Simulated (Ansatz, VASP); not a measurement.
One calculation of PbO, two programs

```xyz
4
Lattice="3.9148 0.0000 0.0000 0.0000 3.9148 0.0000 0.0000 0.0000 5.0973" Properties=species:S:1:pos:R:3 pbc="T T T"
Pb    0.0000    1.9574    1.1984
Pb    1.9574    0.0000    3.8989
O     0.0000    0.0000    0.0000
O     1.9574    1.9574    0.0000
```

Change from the starting cell: strain -0.015 along x and y, +0.015 along z, atoms carried along.

Alike in both runs: task single point; functional PBEsol; k mesh 8 × 8 × 6; occupations gaussian, width 0.05 eV; no spin polarisation.

|  | VASP | Ansatz |
| --- | --- | --- |
| version | VASP 6.6.1 | Ansatz 0.2.0 |
| potentials or method | VASP PAW PBE potentials, release 64 (Pb_d, O), cutoff 520 eV | scalar-relativistic, plane waves, PAW |
| valence electrons in the cell | 40 | 40 |

VASP gave:

* gap on the k mesh at the Fermi level (eV): 1.09
* least direct gap on the mesh (eV): 2.23
* pressure (GPa): 2.7
* traceless stress, the component that is largest in VASP (GPa): -1.21
* rms of the force components (eV/Å): 0.105

Estimate Ansatz's values.

gap on the k mesh at the Fermi level (eV): 1.08; least direct gap on the mesh (eV): 2.23; pressure (GPa): 2.6; traceless stress, the component that is largest in VASP (GPa): -1.20; rms of the force components (eV/Å): 0.086.

VASP's potentials were made for PBE, not for PBEsol. Atom by atom the forces differ by 0.019 eV/Å (rms over components).

Spin-orbit coupling is off throughout.
